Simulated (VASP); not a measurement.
# Mg (P6_3/mmc) in VASP: a series of runs, part 2 of 2

VASP 6.6.1.

### Step 3. Single point, BLYP

INCAR reads:

```
SYSTEM = Mg
AGGAC = 1.0
AGGAX = 1.0
ALDAC = 0.0
ALDAX = 1.0
ALGO = Normal
EDIFF = 1E-6
ENCUT = 520
GGA = B5
ISIF = 2
ISMEAR = -1
LASPH = .TRUE.
LCHARG = .TRUE.
LELF = .TRUE.
LREAL = .FALSE.
LVHAR = .TRUE.
LWAVE = .FALSE.
NBANDS = 9
NELM = 100
PREC = Accurate
SIGMA = 0.05
```

KPOINTS reads:

```
k-points
0
G
  10 10 5
  0 0 0
```

POSCAR reads:

```
Mg
1.0
    3.1811314805      0.0000000000      0.0000000000
   -1.5905657403      2.7549406749      0.0000000000
    0.0000000000      0.0000000000      5.3832678940
Mg
2
Direct
    0.6666666667      0.3333333333      0.7500000000
    0.3333333333      0.6666666667      0.2500000000
```

Potentials or basis: VASP PAW PBE potentials, release 64 (Mg).

On the command line:

```bash
> cat potpaw_PBE.64/Mg/POTCAR > POTCAR
> mpirun -np 1 vasp_std > vasp.out
```

OUTCAR:

```text
SYSTEM = Mg
   EDIFF = 1E-6
   ENCUT = 520
   GGA = B5
   ISIF = 2
   ISMEAR = -1
   LASPH = .TRUE.
   LREAL = .FALSE.
   NELM = 100
   PREC = Accurate

 ion  position               nearest neighbor table
   1  0.667  0.333  0.750-   2 3.26   2 3.26   2 3.26   2 3.26   2 3.26   2 3.26
   2  0.333  0.667  0.250-   1 3.26   1 3.26   1 3.26   1 3.26   1 3.26   1 3.26

  LATTYP: Found a hexagonal cell.
 ALAT       =     3.1811314805
 C/A-ratio  =     1.6922494172

  Lattice vectors:

 A1 = (   3.1811314805,   0.0000000000,   0.0000000000)
 A2 = (  -1.5905657403,   2.7549406749,   0.0000000000)
 A3 = (   0.0000000000,   0.0000000000,   5.3832678940)

Analysis of symmetry for initial positions (statically):
=====================================================================
 Subroutine PRICEL returns:
 Original cell was already a primitive cell.

 Routine SETGRP: Setting up the symmetry group for a
 hexagonal supercell.

 Subroutine GETGRP returns: Found 24 space group operations
 (whereof 12 operations were pure point group operations)
 out of a pool of 24 trial point group operations.

The static configuration has the point symmetry D_3d.
 The point group associated with its full space group is D_6h.

Analysis of symmetry for dynamics (positions and initial velocities):
=====================================================================
 Subroutine PRICEL returns:
 Original cell was already a primitive cell.

 Routine SETGRP: Setting up the symmetry group for a
 hexagonal supercell.

 Subroutine GETGRP returns: Found 24 space group operations
 (whereof 12 operations were pure point group operations)
 out of a pool of 24 trial point group operations.

The dynamic configuration has the point symmetry D_3d.
 The point group associated with its full space group is D_6h.

 Subroutine INISYM returns: Found 24 space group operations
 (whereof 12 operations are pure point group operations),
 and found     1 'primitive' translations

----------------------------------------------------------------------------------------

                                     Primitive cell

  volume of cell :      47.1780

  direct lattice vectors                    reciprocal lattice vectors
     3.181131480  0.000000000  0.000000000     0.314353558  0.181492111  0.000000000
    -1.590565740  2.754940675  0.000000000     0.000000000  0.362984223  0.000000000
     0.000000000  0.000000000  5.383267894     0.000000000  0.000000000  0.185760772

  length of vectors
     3.181131480  3.181131481  5.383267894     0.362984223  0.362984223  0.185760772

  position of ions in fractional coordinates (direct lattice)
     0.666666667  0.333333333  0.750000000
     0.333333333  0.666666667  0.250000000

  ion indices of the primitive-cell ions
   primitive index   ion index
                 1           1
                 2           2

----------------------------------------------------------------------------------------

 KPOINTS: k-points

Automatic generation of k-mesh.
 Grid dimensions read from file:
 generate k-points for:   10   10    5

 Generating k-lattice:

  Cartesian coordinates                     Fractional coordinates (reciprocal lattice)
     0.031435356  0.018149211  0.000000000     0.100000000  0.000000000  0.000000000
     0.000000000  0.036298422  0.000000000     0.000000000  0.100000000  0.000000000
     0.000000000  0.000000000  0.037152154     0.000000000  0.000000000  0.200000000

  Length of vectors
     0.036298422  0.036298422  0.037152154

  Shift w.r.t. Gamma in fractional coordinates (k-lattice)
     0.000000000  0.000000000  0.000000000

 Subroutine IBZKPT returns following result:
 ===========================================

 Found     42 irreducible k-points:

 Following reciprocal coordinates:
            Coordinates               Weight
  0.000000  0.000000  0.000000      1.000000
  0.100000  0.000000  0.000000      6.000000
  0.200000  0.000000  0.000000      6.000000
  0.300000  0.000000  0.000000      6.000000
  0.400000  0.000000  0.000000      6.000000
  0.500000 -0.000000  0.000000      3.000000
[... 16 lines left out ...]
  0.300000  0.100000  0.200000     24.000000
  0.400000  0.100000  0.200000     24.000000
 [... further k-points ...]
   k-points           NKPTS =     42   k-points in BZ     NKDIM =     42   number of bands    NBANDS=      9
   number of dos      NEDOS =    301   number of ions     NIONS =      2
   total plane-waves  NPLWV =  23040
   dimension x,y,z NGX =    24 NGY =   24 NGZ =   40
   dimension x,y,z NGXF=    48 NGYF=   48 NGZF=   80
   ions per type =               2
   NGX,Y,Z   is equivalent  to a cutoff of  12.54, 12.54, 12.35 a.u.
   NGXF,Y,Z  is equivalent  to a cutoff of  25.08, 25.08, 24.71 a.u.
 SYSTEM =  Mg
   PREC   = accura    normal or accurate (medium, high low for compatibility)
   ISTART =      0    job   : 0-new  1-cont  2-samecut
   ICHARG =      2    charge: 1-file 2-atom 10-const
   ISPIN  =      1    spin polarized calculation?
   LNONCOLLINEAR =      F non collinear calculations
   LSORBIT =      F    spin-orbit coupling
   LASPH  =      T    aspherical Exc in radial PAW
   ENCUT  =  520.0 eV  38.22 Ry    6.18 a.u.   5.91  5.91 10.01*2*pi/ulx,y,z
   NELM   =    100;   NELMIN=  2; NELMDL= -5     # of ELM steps
   EDIFF  = 0.1E-05   stopping-criterion for ELM
   LREAL  =      F    real-space projection
   EDIFFG = 0.1E-04   stopping-criterion for IOM
   NSW    =      0    number of steps for IOM
   IBRION =     -1    ionic relax: 0-MD 1-quasi-New 2-CG
   NFREE  =      0    steps in history (QN), initial steepest desc. (CG)
   ISIF   =      2    stress and relaxation
   ISYM   =      2    0-nonsym 1-usesym 2-fastsym
   POTIM  = 0.5000    time-step for ionic-motion
   TEBEG  =    0.0;   TEEND  =   0.0 temperature during run
   PSTRESS=    0.0 pullay stress
   NELECT =       4.0000    total number of electrons
   NUPDOWN=      -1.0000    fix difference up-down
   EMIN   =  10.00;   EMAX   =-10.00  energy-range for DOS
   EFERMI =   0.00;   METHOD = LEGACY
   ISMEAR =    -1;   SIGMA  =   0.05  broadening in eV -4-tet -1-fermi 0-gaus
   EFERMI_NEDOS =   21; number of points for ismear=-14 and -15
   IALGO  =     38    algorithm
   IMIX   =      4    mixing-type and parameters
     AMIX     =   0.40;   BMIX     =  1.00
     AMIX_MAG =   1.60;   BMIX_MAG =  1.00
  volume/ion in A,a.u.               =      23.59       159.19
  Fermi-wavevector in a.u.,A,eV,Ry     =   0.719198  1.359086  7.037547  0.517245
  Thomas-Fermi vector in A             =   1.808331
   LORBIT       =      0    0 simple, 1 ext, 2 COOP (PROOUT), +10 PAW based schemes
   GGA     = B5    functional components
   LHFCALC =     F    Hartree Fock is set to
   AEXX    =    0.0000 exact exchange contribution
   IVDW    =     0    specifies the selected vdW correction
   LEPSILON=     F    determine dielectric tensor
   LRPA    =     F    only Hartree local field effects (RPA)
 non-spin polarized calculation
  energy-cutoff  :      520.00
  volume of cell :       47.18
 maximum number of plane-waves:      1287
 NGX is ok and might be reduce to    24
   NGX = 11   NGY = 11   NGZ = 21

 number of electron       4.0000000 magnetization

 Free energy of the ion-electron system (eV)
  ---------------------------------------------------
  ext. energy  EPLUGINS =         0.00000000
  ---------------------------------------------------
  free energy    TOTEN  =        -1.49434659 eV

  energy without entropy =       -1.48535788  energy(sigma->0) =       -1.48985224

 E-fermi :   2.9882     XC(G=0):  -7.9620

 val. band max:        2.9600122902   @ k =   0.3000   0.3000   0.4000
 cond. band min:       3.0115289364   @ k =   0.4000   0.1000   0.4000
 fundamental gap:      0.0515166463
 Fermi energy:         2.9881691274

 k-point     1 :       0.0000    0.0000    0.0000
  band No.  band energies     occupation
      1      -3.8703      2.00000
      2       1.1953      2.00000
      3       1.2271      2.00000
      4      14.1413      0.00000
      5      14.1413      0.00000
      6      14.1895      0.00000
      7      14.1895      0.00000
      8      14.2157      0.00000
      9      15.8750      0.00000
[... 265 lines left out ...]
 k-point    24 :       0.4000    0.1000    0.2000
  band No.  band energies     occupation
      1       0.4124      2.00000
      2       2.2365      2.00000
      3       3.4798      0.00011
      4       5.2350      0.00000
      5       7.1028      0.00000
      6       8.1202      0.00000
      7       9.3560      0.00000
      8      10.9641      0.00000
      9      13.5383      0.00000

 [... further k-points ...]

------------------------ aborting loop because EDIFF is reached ----------------------------------------

  FORCE on cell =-STRESS in cart. coord.  units (eV):
  Direction    XX          YY          ZZ          XY          YZ          ZX
  --------------------------------------------------------------------------------------
  -------------------------------------------------------------------------------------
  Total       -0.0267779     -0.0267779     -0.0249659      0.0000000      0.0000000      0.0000000
  in kB       -0.9093828     -0.9093828     -0.8478482      0.0000000      0.0000000      0.0000000
  external PRESSURE =      -0.8888713 kB  Pullay stress =       0.0000000 kB

 VOLUME and BASIS-vectors are now :
 -----------------------------------------------------------------------------
  energy-cutoff  :      520.00
  volume of cell :       47.18
      direct lattice vectors                 reciprocal lattice vectors
     3.181131480  0.000000000  0.000000000     0.314353558  0.181492111  0.000000000
    -1.590565740  2.754940675  0.000000000     0.000000000  0.362984223  0.000000000
     0.000000000  0.000000000  5.383267894     0.000000000  0.000000000  0.185760772

 POSITION                                       TOTAL-FORCE (eV/Angst)
 -----------------------------------------------------------------------------------
      1.59057      0.91831      4.03745        -0.000000     -0.000000      0.000000
     -0.00000      1.83663      1.34582         0.000000      0.000000      0.000000
 -----------------------------------------------------------------------------------
    total drift:                                0.000000     -0.000000      0.000000

  FREE ENERGIE OF THE ION-ELECTRON SYSTEM (eV)
  ---------------------------------------------------
  free  energy   TOTEN  =        -1.4943465932 eV

  energy  without entropy=       -1.4853578780  energy(sigma->0) =       -1.48985224
```

stdout:

```text
POSCAR found type information on POSCAR Mg
 POSCAR found :  1 types and       2 ions
 scaLAPACK will be used
 -----------------------------------------------------------------------------
|                                                                             |
|                                                                             |
|     You enforced a specific xc type in the INCAR file but a different       |
|     I HOPE YOU KNOW WHAT YOU ARE DOING!                                     |
|                                                                             |
 -----------------------------------------------------------------------------

 LDA part: xc-table for (Slater(with rela. corr.)+VWN5), standard interpolation
 POSCAR, INCAR and KPOINTS ok, starting setup
 FFT: planning ... GRIDC
 FFT: planning ... GRID_SOFT
 FFT: planning ... GRID
 WAVECAR not read
 entering main loop
```

Wall time 39 s (1 thread of AMD EPYC 7R43 (Zen 3), shared host); peak memory 0.12 GiB.

What came out:

```yaml
Free_energy: -1.4943 eV
Pressure: -0.1 GPa
Band_gap_on_the_k_mesh: zero (band 2 reaches 3.48 eV, above the bottom of band 3 at 1.23 eV)
```

Caveat: the PAW data sets were made with another functional, which shifts forces and pressure a little.
